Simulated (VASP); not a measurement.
# Cr (Pm-3m) in VASP: a series of runs

The runs below take Cr through single point, with PBEsol.

Everything below comes from runs of VASP 6.6.1. Logs are shortened: lines on timing, memory, paths and dates and some standing lists are left out, and cuts for length are marked.

## (1) The cell of the first run

Symmetry: Pm-3m, No. 221, cubic system. Conventional cell: a = 1.770 Å, b = 1.770 Å, c = 1.770 Å, α = 90.00°, β = 90.00°, γ = 90.00°. Cr (site symmetry m-3m) has 6 Cr at 1.77 Å within 2.4 Å.

## (2) Single point, PBEsol, collinear spin, ferromagnetic start (volume scaled by 0.45)

File INCAR:

```
PREC     = Accurate       # precision mode
ENCUT    = 520            # plane-wave cutoff, eV
EDIFF    = 1E-7           # SCF threshold, eV
ISMEAR   = -1             # smearing method
SIGMA    = 0.1            # smearing width, eV
LREAL    = F              # projectors in reciprocal space
LASPH    = T              # aspherical terms in the spheres
NELM     = 150            # most SCF steps
ALGO     = Normal         # electronic algorithm
ISIF     = 2              # what is computed and relaxed
LWAVE    = F              # write WAVECAR
LCHARG   = F              # write CHGCAR
ISPIN    = 2              # spin polarisation
MAGMOM   = 2              # initial moments
LORBIT   = 11             # projections on sites
LMAXMIX  = 4              # l up to which the mixer works
GGA      = PS             # functional
NBANDS   = 16             # bands
```

File KPOINTS:

```
Automatic mesh
0
Gamma
  16 16 16
```

File POSCAR:

```
Cr
1.0
    1.7697704887      0.0000000000      0.0000000000
    0.0000000000      1.7697704887      0.0000000000
    0.0000000000      0.0000000000      1.7697704887
Cr
1
Direct
    0.0000000000      0.0000000000      0.0000000000
```

Potentials or basis: VASP PAW PBE potentials, release 64 (Cr_pv).

Started as:

```
cat potpaw_PBE.64/Cr_pv/POTCAR > POTCAR
mpirun -np 1 vasp_std > vasp.out
```

OUTCAR:

```text
PREC = Accurate
   ENCUT = 520
   EDIFF = 1E-7
   ISMEAR = -1
   LREAL = F
   LASPH = T
   NELM = 150
   ISIF = 2
   ISPIN = 2
   LORBIT = 11
   GGA = PS

 ion  position               nearest neighbor table
   1  0.000  0.000  0.000-

  LATTYP: Found a simple cubic cell.
 ALAT       =     1.7697704887

  Lattice vectors:

 A1 = (   1.7697704887,   0.0000000000,   0.0000000000)
 A2 = (   0.0000000000,   1.7697704887,   0.0000000000)
 A3 = (   0.0000000000,   0.0000000000,   1.7697704887)

Analysis of symmetry for initial positions (statically):
=====================================================================
 Subroutine PRICEL returns:
 Original cell was already a primitive cell.

 Routine SETGRP: Setting up the symmetry group for a
 simple cubic supercell.

 Subroutine GETGRP returns: Found 48 space group operations
 (whereof 48 operations were pure point group operations)
 out of a pool of 48 trial point group operations.

The static configuration has the point symmetry O_h .

Analysis of symmetry for dynamics (positions and initial velocities):
=====================================================================
 Subroutine PRICEL returns:
 Original cell was already a primitive cell.

 Routine SETGRP: Setting up the symmetry group for a
 simple cubic supercell.

 Subroutine GETGRP returns: Found 48 space group operations
 (whereof 48 operations were pure point group operations)
 out of a pool of 48 trial point group operations.

The dynamic configuration has the point symmetry O_h .

Analysis of structural, dynamic, and magnetic symmetry:
=====================================================================
 Subroutine PRICEL returns:
 Original cell was already a primitive cell.

 Routine SETGRP: Setting up the symmetry group for a
 simple cubic supercell.

 Subroutine GETGRP returns: Found 48 space group operations
 (whereof 48 operations were pure point group operations)
 out of a pool of 48 trial point group operations.

The overall configuration has the point symmetry O_h .

 Subroutine INISYM returns: Found 48 space group operations
 (whereof 48 operations are pure point group operations),
 and found     1 'primitive' translations

----------------------------------------------------------------------------------------

                                     Primitive cell

  volume of cell :       5.5431

  direct lattice vectors                    reciprocal lattice vectors
     1.769770489  0.000000000  0.000000000     0.565045019  0.000000000  0.000000000
     0.000000000  1.769770489  0.000000000     0.000000000  0.565045019  0.000000000
     0.000000000  0.000000000  1.769770489     0.000000000  0.000000000  0.565045019

  length of vectors
     1.769770489  1.769770489  1.769770489     0.565045019  0.565045019  0.565045019

  position of ions in fractional coordinates (direct lattice)
     0.000000000  0.000000000  0.000000000

  ion indices of the primitive-cell ions
   primitive index   ion index
                 1           1

----------------------------------------------------------------------------------------

 KPOINTS: Automatic mesh

Automatic generation of k-mesh.
 Grid dimensions read from file:
 generate k-points for:   16   16   16

 Generating k-lattice:

  Cartesian coordinates                     Fractional coordinates (reciprocal lattice)
     0.035315314  0.000000000  0.000000000     0.062500000  0.000000000  0.000000000
     0.000000000  0.035315314  0.000000000     0.000000000  0.062500000  0.000000000
     0.000000000  0.000000000  0.035315314     0.000000000  0.000000000  0.062500000

  Length of vectors
     0.035315314  0.035315314  0.035315314

  Shift w.r.t. Gamma in fractional coordinates (k-lattice)
     0.000000000  0.000000000  0.000000000

 Subroutine IBZKPT returns following result:
 ===========================================

 Found    165 irreducible k-points:

 Following reciprocal coordinates:
            Coordinates               Weight
  0.000000  0.000000  0.000000      1.000000
  0.062500  0.000000  0.000000      6.000000
  0.125000  0.000000  0.000000      6.000000
  0.187500  0.000000  0.000000      6.000000
  0.250000  0.000000  0.000000      6.000000
  0.312500  0.000000  0.000000      6.000000
[... 16 lines left out ...]
  0.437500  0.125000  0.000000     24.000000
  0.500000  0.125000  0.000000     12.000000
 [... further k-points ...]
   k-points           NKPTS =    165   k-points in BZ     NKDIM =    165   number of bands    NBANDS=     16
   number of dos      NEDOS =    301   number of ions     NIONS =      1
   total plane-waves  NPLWV =   2744
   dimension x,y,z NGX =    14 NGY =   14 NGZ =   14
   dimension x,y,z NGXF=    28 NGYF=   28 NGZF=   28
   ions per type =               1
   NGX,Y,Z   is equivalent  to a cutoff of  13.15, 13.15, 13.15 a.u.
   NGXF,Y,Z  is equivalent  to a cutoff of  26.30, 26.30, 26.30 a.u.
 SYSTEM =  unknown system
   PREC   = accura    normal or accurate (medium, high low for compatibility)
   ISTART =      0    job   : 0-new  1-cont  2-samecut
   ICHARG =      2    charge: 1-file 2-atom 10-const
   ISPIN  =      2    spin polarized calculation?
   LNONCOLLINEAR =      F non collinear calculations
   LSORBIT =      F    spin-orbit coupling
   LASPH  =      T    aspherical Exc in radial PAW
   ENCUT  =  520.0 eV  38.22 Ry    6.18 a.u.   3.29  3.29  3.29*2*pi/ulx,y,z
   NELM   =    150;   NELMIN=  2; NELMDL= -5     # of ELM steps
   EDIFF  = 0.1E-06   stopping-criterion for ELM
   LREAL  =      F    real-space projection
   EDIFFG = 0.1E-05   stopping-criterion for IOM
   NSW    =      0    number of steps for IOM
   IBRION =     -1    ionic relax: 0-MD 1-quasi-New 2-CG
   NFREE  =      0    steps in history (QN), initial steepest desc. (CG)
   ISIF   =      2    stress and relaxation
   ISYM   =      2    0-nonsym 1-usesym 2-fastsym
   POTIM  = 0.5000    time-step for ionic-motion
   TEBEG  =    0.0;   TEEND  =   0.0 temperature during run
   PSTRESS=    0.0 pullay stress
   NELECT =      12.0000    total number of electrons
   NUPDOWN=      -1.0000    fix difference up-down
   EMIN   =  10.00;   EMAX   =-10.00  energy-range for DOS
   EFERMI =   0.00;   METHOD = LEGACY
   ISMEAR =    -1;   SIGMA  =   0.10  broadening in eV -4-tet -1-fermi 0-gaus
   EFERMI_NEDOS =   21; number of points for ismear=-14 and -15
   IALGO  =     38    algorithm
   IMIX   =      4    mixing-type and parameters
     AMIX     =   0.40;   BMIX     =  1.00
     AMIX_MAG =   1.60;   BMIX_MAG =  1.00
  volume/ion in A,a.u.               =       5.54        37.41
  Fermi-wavevector in a.u.,A,eV,Ry     =   2.117800  4.002062 61.023181  4.485077
  Thomas-Fermi vector in A             =   3.103104
   LORBIT       =     11    0 simple, 1 ext, 2 COOP (PROOUT), +10 PAW based schemes
   GGA     = PS    functional components
   LHFCALC =     F    Hartree Fock is set to
   AEXX    =    0.0000 exact exchange contribution
   IVDW    =     0    specifies the selected vdW correction
   LEPSILON=     F    determine dielectric tensor
   LRPA    =     F    only Hartree local field effects (RPA)
 spin polarized calculation
  energy-cutoff  :      520.00
  volume of cell :        5.54
 maximum number of plane-waves:       160
 NGX is ok and might be reduce to    14
   NGX =  7   NGY =  7   NGZ =  7

 number of electron      11.9999989 magnetization       0.0000108

 number of electron      11.9999989 magnetization      -0.0000049

 Free energy of the ion-electron system (eV)
  ---------------------------------------------------
  ext. energy  EPLUGINS =         0.00000000
  ---------------------------------------------------
  free energy    TOTEN  =         0.33099628 eV

  energy without entropy =        0.35621394  energy(sigma->0) =        0.34360511

 E-fermi :  25.3239     XC(G=0): -18.5648

 val. band max:       25.3123364086   @ k =   0.2500   0.2500   0.1875
 cond. band min:      25.3465717179   @ k =   0.5000   0.2500   0.0625
 fundamental gap:      0.0342353093
 Fermi energy:        25.3238873831

 spin component 1

 k-point     1 :       0.0000    0.0000    0.0000
  band No.  band energies     occupation
      1     -15.4163      1.00000
      2     -15.4163      1.00000
      3     -15.4163      1.00000
      4      16.2188      1.00000
      5      16.2188      1.00000
      6      17.3922      1.00000
[... 8 lines left out ...]
     15      68.6967      0.00000
     16      78.3206      0.00000

 k-point     2 :       0.0625    0.0000    0.0000
  band No.  band energies     occupation
      1     -15.8314      1.00000
      2     -15.3822      1.00000
      3     -15.3822      1.00000
      4      16.2952      1.00000
      5      16.5819      1.00000
      6      17.7008      1.00000
[... 8 lines left out ...]
     15      69.6811      0.00000
     16      79.1892      0.00000
[... 387 lines left out ...]
      5      20.9657      1.00000
      6      23.1381      1.00000
[... 8 lines left out ...]
     15      72.6929      0.00000
     16      77.7321      0.00000

 k-point    24 :       0.5000    0.1250    0.0000
  band No.  band energies     occupation
      1     -23.9087      1.00000
      2     -15.8213      1.00000
      3     -14.3520      1.00000
      4      19.4383      1.00000
      5      20.9621      1.00000
      6      23.1750      1.00000
[... 8 lines left out ...]
     15      74.7630      0.00000
     16      75.5901      0.00000

 [... further k-points ...]

 spin component 2

 k-point     1 :       0.0000    0.0000    0.0000
  band No.  band energies     occupation
      1     -15.4163      1.00000
      2     -15.4163      1.00000
      3     -15.4163      1.00000
      4      16.2188      1.00000
      5      16.2188      1.00000
      6      17.3922      1.00000
[... 8 lines left out ...]
     15      68.6967      0.00000
     16      78.3207      0.00000

 k-point     2 :       0.0625    0.0000    0.0000
  band No.  band energies     occupation
      1     -15.8314      1.00000
      2     -15.3822      1.00000
      3     -15.3822      1.00000
      4      16.2952      1.00000
      5      16.5819      1.00000
      6      17.7008      1.00000
[... 8 lines left out ...]
     15      69.6811      0.00000
     16      79.1892      0.00000
[... 387 lines left out ...]
      5      20.9657      1.00000
      6      23.1381      1.00000
[... 8 lines left out ...]
     15      72.6929      0.00000
     16      77.7321      0.00000

 k-point    24 :       0.5000    0.1250    0.0000
  band No.  band energies     occupation
      1     -23.9087      1.00000
      2     -15.8213      1.00000
      3     -14.3520      1.00000
      4      19.4383      1.00000
      5      20.9621      1.00000
      6      23.1750      1.00000
[... 8 lines left out ...]
     15      74.7630      0.00000
     16      75.5901      0.00000

 [... further k-points ...]
[... 5 lines left out ...]
  --------------------------------------------------------------------------------------
  -------------------------------------------------------------------------------------
  Total       31.5662669     31.5662669     31.5662669      0.0000000      0.0000000      0.0000000
  in kB     9123.9513383   9123.9513383   9123.9513383      0.0000000      0.0000000      0.0000000
  external PRESSURE =    9123.9513383 kB  Pullay stress =       0.0000000 kB

 VOLUME and BASIS-vectors are now :
 -----------------------------------------------------------------------------
  energy-cutoff  :      520.00
  volume of cell :        5.54
      direct lattice vectors                 reciprocal lattice vectors
     1.769770489  0.000000000  0.000000000     0.565045019  0.000000000  0.000000000
     0.000000000  1.769770489  0.000000000     0.000000000  0.565045019  0.000000000
     0.000000000  0.000000000  1.769770489     0.000000000  0.000000000  0.565045019

 POSITION                                       TOTAL-FORCE (eV/Angst)
 -----------------------------------------------------------------------------------
      0.00000      0.00000      0.00000         0.000000      0.000000      0.000000
 -----------------------------------------------------------------------------------
    total drift:                               -0.000000     -0.000000     -0.000000

  FREE ENERGIE OF THE ION-ELECTRON SYSTEM (eV)
  ---------------------------------------------------
  free  energy   TOTEN  =         0.3309962840 eV

  energy  without entropy=        0.3562139444  energy(sigma->0) =        0.34360511

 total charge

# of ion       s       p       d       tot
------------------------------------------
    1        0.631   6.943   6.494  14.069

 magnetization (x)

# of ion       s       p       d       tot
------------------------------------------
    1       -0.000  -0.000  -0.000  -0.000
```

It took 9.1 s on 1 thread of Intel Xeon 6975P-C (Granite Rapids), shared host; peak memory 0.13 GiB.

The run converged, but its numbers aren't listed here, since they failed a check.

Caveat: the starting moments collapsed, and a magnetic state may lie lower; the PAW data sets were made with another functional, which shifts forces and pressure a little.

(Part 1 of 2 ends here.)
